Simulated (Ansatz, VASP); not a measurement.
**One calculation of Zr, two programs**

```
Zr
1.0
    -1.65957    1.65957    1.65957
     1.65957   -1.65957    1.65957
     1.65957    1.65957   -1.65957
Zr
1
Cartesian
  0.0000 0.0000 0.0000
```

Change from the starting cell: volume scaled by 0.8, LAPW.

Alike in both runs: task single point; functional PBE; k mesh 16 × 16 × 16; occupations fermi-dirac, width 0.05 eV; no spin polarisation.

|  | VASP | Ansatz |
| --- | --- | --- |
| version | VASP 6.6.1 | Ansatz 0.2.0 |
| potentials or method | VASP PAW PBE potentials, release 64 (Zr_sv), cutoff 520 eV | all-electron LAPW, scalar-relativistic |

```csv
,VASP,Ansatz,Ansatz less VASP
pressure (GPa),27.1,27.1,-0.09
```

Ansatz ran all-electron here, and VASP with PAW potentials.
